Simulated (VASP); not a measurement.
Write the native input for VASP 6.6.1 that does the following.

| Item | Value |
| --- | --- |
| Task | single point |
| Functional | PBEsol |
| Potentials or basis | VASP PAW PBE potentials, release 64 (Cd, S) |
| Cutoff | 520 eV |
| k mesh | 7 × 7 × 4 |
| Occupations | fermi-dirac, width 0.05 eV |
| Spin | no spin polarisation |
| Dipole correction | no |
| Further INCAR settings | ALGO = Normal; EDIFF = 1e-07; NBANDS = 26 |

The structure of CdS (Greenockite) lies in POSCAR:

```
CdS
1.0
    4.1500000000      0.0000000000      0.0000000000
   -2.0750000000      3.5940054257      0.0000000000
    0.0000000000      0.0000000000      6.7370000000
Cd S
2 2
Direct
    0.6666666667      0.3333333333      0.5000000000
    0.3333333333      0.6666666667      0.0000000000
    0.6666666667      0.3333333333      0.8750000000
    0.3333333333      0.6666666667      0.3750000000
```

These files were run (other wordings do the same):

INCAR

```
  PREC = Accurate
  ENCUT = 520
  EDIFF = 1E-7
  ISMEAR = -1
  SIGMA = 0.05
  LREAL = False
  LASPH = True
  NELM = 100
  ALGO = Normal
  ISIF = 2
  LWAVE = False
  LCHARG = True
  GGA = PS
  LELF = True
  LVHAR = True
  NBANDS = 26
```

KPOINTS

```
regular mesh
0
Gamma
  7 7 4
```

Potentials or basis: VASP PAW PBE potentials, release 64 (Cd, S).

Command:

```sh
$ cat potpaw_PBE.64/Cd/POTCAR potpaw_PBE.64/S/POTCAR > POTCAR
$ mpirun -np 1 vasp_std > vasp.out
```

Results of the run:

| Item | Value |
| --- | --- |
| Pressure | -0.6 GPa |
| Largest force | 0.067 eV/Å |
| Band gap on the k mesh | 1.06 eV, direct |

Caveat: the PAW data sets were made with another functional, which shifts forces and pressure a little.

It took 31 s on 1 thread of Intel(R) Xeon(R) 6975P-C (Granite Rapids), on a shared host, peak memory 0.23 GiB.
